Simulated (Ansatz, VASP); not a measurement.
# One calculation of ScTa3F, two programs

INCAR

```
ALGO = Normal
EDIFF = 1E-6
ENCUT = 520
GGA = PE
ISIF = 2
ISMEAR = 0
ISPIN = 2
LASPH = T
LCHARG = T
LELF = T
LMAXMIX = 4
LORBIT = 11
LREAL = F
LVHAR = T
LWAVE = F
MAGMOM = 0 1 1 1 0
NBANDS = 38
NELM = 150
PREC = Accurate
SIGMA = 0.1
```

KPOINTS

```
k-points
0
Gamma
  4 4 4
```

Contents of POSCAR:

```
ScTa3F
1.0
    2.8765490144     -3.5805761205      0.0000000000
    2.8765490144      3.5805761205      0.0000000000
    0.0000000000      0.0000000000      4.6532288232
Sc Ta F
1 3 1
Direct
    0.5000000000      0.5000000000      0.0000000000
    0.7996428579      0.2003571421      0.5000000000
    0.2003571421      0.7996428579      0.5000000000
    0.0000000000      0.0000000000      0.0000000000
    0.5000000000      0.5000000000      0.5000000000
```

Input for Ansatz:

```yaml
crystal:
  lattice:
    - [2.8765490144, -3.5805761205, 0.0]
    - [2.8765490144, 3.5805761205, 0.0]
    - [0.0, 0.0, 4.6532288232]
  atoms:
    - { symbol: Sc, position: [0.5, 0.5, 0.0] }
    - { symbol: Ta, position: [0.7996428579, 0.2003571421, 0.5], spin: 1.0 }
    - { symbol: Ta, position: [0.2003571421, 0.7996428579, 0.5], spin: 1.0 }
    - { symbol: Ta, position: [0.0, 0.0, 0.0], spin: 1.0 }
    - { symbol: F, position: [0.5, 0.5, 0.5] }
basis:
  ecutwfc: 420
kpoints:
  mp_grid: { grid: [4, 4, 4] }
hamiltonian:
  xc: pbe
scf:
  occupations: { method: gaussian, width: 0.1 }
  lower_state_search: "off"
output:
  forces: true
  stress: true
  eigenvalues: true
  populations: true
magnetization:
  spin_polarized: true
```

Alike in both runs: task single point; functional PBE; k mesh 4 × 4 × 4; occupations gaussian, width 0.1 eV; collinear spin.

|  | VASP | Ansatz |
| --- | --- | --- |
| version | VASP 6.6.1 | Ansatz 0.2.0 |
| potentials or method | VASP PAW PBE potentials, release 64 (Sc_sv, Ta_pv, F), cutoff 520 eV | scalar-relativistic, plane waves, PAW |
| valence electrons in the cell | 51 | 57 |

VASP gave:

- gap on the k mesh at the Fermi level (eV): none
- pressure (GPa): 0.1
- traceless stress, the component that is largest in VASP (GPa): -0.12
- rms of the force components (eV/Å): 0.020
- net moment per atom (μB): 0.00

Task: Estimate Ansatz's values.

Result: gap on the k mesh at the Fermi level (eV): none; pressure (GPa): 0.1; traceless stress, the component that is largest in VASP (GPa): -0.02; rms of the force components (eV/Å): 0.008; net moment per atom (μB): 0.00.

Atom by atom the forces differ by 0.013 eV/Å (rms over components). A gap of «none» marks a metal or a gap that the smearing closes. VASP's potentials hold 51 valence electrons a cell and Ansatz's 57, so a difference there can come from the potentials and not from the codes. Ansatz's warnings: seeded moment not kept.

Neither program's run includes spin-orbit coupling.
